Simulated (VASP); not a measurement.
BaTe:

```
Ba Te
1.0
     4.89505    0.00000    0.00000
    -2.44752    4.23924    0.00000
     0.00000    0.00000    8.59095
Ba Te
2 2
Direct
  0.00000 0.00000 0.00000
  0.00000 0.00000 0.50000
  0.33333 0.66667 0.25000
  0.66667 0.33333 0.75000
```

```yaml
Program: VASP 6.6.1
Task: relaxation of cell and atoms
Functional: LDA
Potentials_or_basis: VASP PAW LDA potentials, release 64 (Ba_sv, Te)
Cutoff: 600 eV
k_mesh: 6 × 6 × 4
Occupations: fermi-dirac, width 0.02 eV
Spin: no spin polarisation
```

At the start: pressure -2.0 GPa; volume 44.57 Å³/atom.

Task: How do energy, volume and symmetry change on relaxing?

Result: Over 9 steps the energy falls by 20.4 meV/atom and the volume is 41.56 Å³/atom (-6.8 %); space group P6_3/mmc (No. 194, to 0.1 Å) before and after.

Step by step:
```tsv
step	energy change (eV)	largest force (eV/Å)	pressure (GPa)	volume (Å³)
1	0.0000	0.0000	-2.04	178.27
2	-0.0777	0.0000	0.49	164.01
3	-0.0812	0.0000	0.00	166.30
4	-0.0812	0.0000	-0.05	166.53
5	-0.0814	0.0000	-0.04	166.48
6	-0.0815	0.0000	-0.04	166.43
7	-0.0815	0.0000	-0.04	166.42
8	-0.0816	0.0000	0.02	166.13
9	-0.0816	0.0000	0.00	166.23
```

Final structure:
```
Ba Te
1.0
     4.77805    0.00000    0.00000
    -2.38903    4.13792    0.00000
     0.00000    0.00000    8.40769
Ba Te
2 2
Direct
  0.00000 0.00000 0.00000
  0.00000 0.00000 0.50000
  0.33333 0.66667 0.25000
  0.66667 0.33333 0.75000
```
